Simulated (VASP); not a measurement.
NiO:

```
Ni O
1.0
     4.24008    2.12004    2.16287
     2.12004    4.24008    2.16287
     2.12004    2.12004    4.32574
Ni O
2 2
Direct
  0.00000 0.00000 0.00000
  0.50000 0.50000 0.50000
  0.25000 0.25000 0.25000
  0.75000 0.75000 0.75000
```

* Program: VASP 6.6.1
* Task: relaxation of cell and atoms
* Functional: PBE
* Potentials or basis: VASP PAW PBE potentials, release 64 (Ni, O)
* Cutoff: 600 eV
* k mesh: 3 × 3 × 3
* Occupations: fermi-dirac, width 0.1 eV
* Spin: collinear spin, antiferromagnetic start
* Starting moments: [2.0, -2.0, 0.0, 0.0] μB
* Hubbard terms: Ni d U = 6.0 eV

At the start: pressure -10.1 GPa; volume 9.72 Å³/atom.

Problem. Where does the relaxation end?

Solution. Over 7 steps the energy falls by 21.6 meV/atom and the volume is 9.12 Å³/atom (-6.2 %); space group Fm-3m (No. 225, to 0.1 Å) before and after; moment 0.00 μB per cell.

The path:
```csv
step,energy change (eV),largest force (eV/Å),pressure (GPa),volume (Å³)
1,0.0000,0.0000,-10.09,38.88
2,-0.0697,0.0000,5.04,35.54
3,-0.0831,0.0000,0.25,36.44
4,-0.0831,0.0000,-0.03,36.49
5,-0.0858,0.0000,-0.09,36.49
6,-0.0865,0.0000,-0.10,36.49
7,-0.0865,0.0000,-0.08,36.49
```

Final structure:
```
CELL_PARAMETERS angstrom
4.17179 2.07868 2.07851
2.07868 4.17179 2.07851
2.07859 2.07859 4.17142
ATOMIC_POSITIONS crystal
Ni 0.00000 0.00000 0.00000
Ni 0.50000 0.50000 0.50000
O 0.25000 0.25000 0.25000
O 0.75000 0.75000 0.75000
```

Caveat: the k points lie up to 0.83 Å⁻¹ apart in the final cell.
